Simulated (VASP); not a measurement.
Set up this calculation in VASP 6.6.1, as the native input.

* Task: G0W0 quasiparticle levels
* Functional: PBE
* Potentials or basis: VASP PAW PBE potentials, release 64 (Ga_d_GW, N_GW)
* Cutoff: 500 eV
* k mesh: 2 × 2 × 2
* Occupations: gaussian, width 0.01 eV
* Spin: no spin polarisation
* Dipole correction: no
* GW scheme: G0W0
* GW iterations: 1
* Cutoff of the response function: 200
* Frequency points: 48
* Empty bands: 588
* Further INCAR settings: ALGO = EVGW0; EDIFF = 1e-08; NBANDS = 597

GaN:

```
Ga N
1.0
     0.00000    2.26750    2.26750
     2.26750    0.00000    2.26750
     2.26750    2.26750    0.00000
Ga N
1 1
Direct
  0.00000 0.00000 0.00000
  0.25000 0.25000 0.25000
```

One way to write it, as run:

POSCAR

```
GaN
1.0
    0.0000000000      2.2675000000      2.2675000000
    2.2675000000      0.0000000000      2.2675000000
    2.2675000000      2.2675000000      0.0000000000
Ga N
1 1
Direct
    0.0000000000      0.0000000000      0.0000000000
    0.2500000000      0.2500000000      0.2500000000
```

INCAR.step1

```
SYSTEM = GaN
PREC = Accurate
ENCUT = 500
EDIFF = 1E-8
ISMEAR = 0
SIGMA = 0.01
LREAL = .False.
LASPH = .True.
NELM = 100
ALGO = Normal
LWAVE = .True.
LCHARG = .False.
GGA = PE
```

INCAR.step2

```
SYSTEM = GaN
PREC = Accurate
ENCUT = 500
EDIFF = 1E-8
ISMEAR = 0
SIGMA = 0.01
LREAL = .False.
LASPH = .True.
NELM = 1
ALGO = Exact
LWAVE = .True.
LCHARG = .False.
GGA = PE
NBANDS = 597
LOPTICS = .True.
ISTART = 1
```

INCAR.step3

```
SYSTEM = GaN
PREC = Accurate
ENCUT = 500
EDIFF = 1E-8
ISMEAR = 0
SIGMA = 0.01
LREAL = .False.
LASPH = .True.
ALGO = EVGW0
LWAVE = .False.
LCHARG = .False.
GGA = PE
NELMGW = 1
NBANDS = 597
ENCUTGW = 200
NOMEGA = 48
PRECFOCK = Fast
ISTART = 1
NBANDSGW = 17
```

KPOINTS

```
Automatic mesh
0
Gamma
  2 2 2
  0 0 0
```

Potentials or basis: VASP PAW PBE potentials, release 64 (Ga_d_GW, N_GW).

Launch:

```sh
$ cat potpaw_PBE.64/Ga_d_GW/POTCAR potpaw_PBE.64/N_GW/POTCAR > POTCAR
$ cp INCAR.step1 INCAR
$ mpirun -np 1 vasp_std > vasp.out
$ cp INCAR.step2 INCAR
$ mpirun -np 1 vasp_std > vasp.out
$ cp INCAR.step3 INCAR
$ mpirun -np 1 vasp_std > vasp.out
```

It gave:

* Quasiparticle gap: 2.16 eV
* Least direct quasiparticle gap: 2.16 eV
* Band gap of the starting levels on the mesh: 1.36 eV
* Least direct gap of the starting levels on the mesh: 1.36 eV

Caveat: the k points lie up to 1.20 Å⁻¹ apart, too coarse for converged energies, forces and pressures; bands, screening cutoff and mesh are small and nothing is extrapolated, so the quasiparticle values aren't converged.

Wall time 25 s on 1 thread of AMD EPYC 9R45 96-Core Processor (Zen 5), on a shared host, peak memory 0.18 GiB.
